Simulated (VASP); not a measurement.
A run of VASP 6.6.1 is set up as follows.

Contents of INCAR:

```
ALGO = Normal ; EDIFF = 1E-6
ENCUT = 910 ; GGA = PE
GGA_COMPAT = False ; ISIF = 2
ISMEAR = 0 ; IVDW = 12
LASPH = True ; LCHARG = False
LREAL = False ; LWAVE = False
NBANDS = 28 ; NELM = 120
PREC = Accurate ; SIGMA = 0.01
```

KPOINTS

```
k-points
0
Gamma
  5 5 5
```

Contents of POSCAR:

```
BaTiO3
1.0
    3.9730474252      0.0000000000      0.0000000000
    0.0000000000      3.9730474252      0.0000000000
    0.0000000000      0.0000000000      4.0949448263
Ba Ti O
1 1 3
Direct
    0.0000000000      0.0000000000     -0.0040335377
    0.5000000000      0.5000000000      0.4790872813
    0.5000000000      0.5000000000      0.0315564506
    0.5000000000      0.0000000000      0.5181949029
    0.0000000000      0.5000000000      0.5181949029
```

Potentials or basis: VASP PAW PBE potentials, release 64 (Ba_sv, Ti_sv, O_h).

The run is started by

```console
$ cat potpaw_PBE.64/Ba_sv/POTCAR potpaw_PBE.64/Ti_sv/POTCAR potpaw_PBE.64/O_h/POTCAR > POTCAR
$ mpirun -np 1 vasp_std > vasp.out
```

(1) Estimate the band gap on the k mesh.

(2) Predict the pressure.

## Answers

(1) 2.00 eV, indirect (least direct gap 2.27 eV).

(2) 1.4 GPa.

Caveat: the cutoff is under 1.25 times the usual one of these potentials, so pressure, stress and relaxed cells hold a basis-set (Pulay) error; spin-orbit coupling is left out, which moves the levels of the heavy elements.
